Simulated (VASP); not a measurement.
## Al2H: single point with PBE

Al2H:

```
CELL_PARAMETERS angstrom
4.67664 0.00000 0.00000
0.00000 5.28752 0.00000
0.00000 0.00000 2.90479
ATOMIC_POSITIONS crystal
Al 0.22409 0.67004 0.00000
Al 0.77591 0.32996 0.00000
Al 0.27591 0.17004 0.50000
Al 0.72409 0.82996 0.50000
H 0.00000 0.00000 0.00000
H 0.50000 0.50000 0.50000
```

The cell was generated, and may not be a known phase.

```json
{
 "Program": "VASP 6.6.1",
 "Task": "single point",
 "Functional": "PBE",
 "Potentials or basis": "VASP PAW PBE potentials, release 64 (Al, H)",
 "Cutoff": "520 eV",
 "k mesh": "8 × 8 × 14",
 "Occupations": "gaussian, width 0.1 eV",
 "Spin": "no spin polarisation",
 "Dipole correction": "no",
 "Further INCAR settings": "ALGO = Normal; EDIFF = 1e-06; NBANDS = 16"
}
```

```yaml
Pressure: -0.1 GPa
Band_gap_on_the_k_mesh: zero (bands 7 and 8 overlap by 6.67 eV)
```

Levels at points of the mesh, in eV from the Fermi level:
| k point | band 5 | band 6 | band 7 | band 8 | band 9 | band 10 |
| --- | --- | --- | --- | --- | --- | --- |
| (0.00, 0.00, 0.00) | -4.34 | -1.95 | -0.25 | 0.42 | 1.12 | 4.96 |
| (0.50, 0.00, 0.00) | -4.43 | -4.43 | 2.89 | 2.89 | 5.99 | 5.99 |
| (0.00, 0.50, 0.00) | -3.04 | -3.04 | -0.08 | -0.08 | 4.57 | 4.57 |
| (0.50, 0.50, 0.00) | 0.56 | 0.56 | 1.62 | 1.62 | 4.05 | 4.05 |
| (0.00, 0.00, 0.50) | -1.99 | -1.99 | -0.79 | -0.79 | 0.10 | 0.10 |
| (0.50, 0.00, 0.50) | -1.98 | -1.98 | -0.38 | -0.38 | -0.03 | -0.03 |
| (0.00, 0.50, 0.50) | -1.01 | -1.01 | 0.24 | 0.24 | 0.80 | 0.80 |
| (0.50, 0.50, 0.50) | -3.88 | -3.88 | -3.51 | -3.51 | 4.62 | 4.62 |

Run time: 4 min on 1 thread of Intel Xeon 8259CL, with other jobs on the host, peak memory 0.31 GiB.
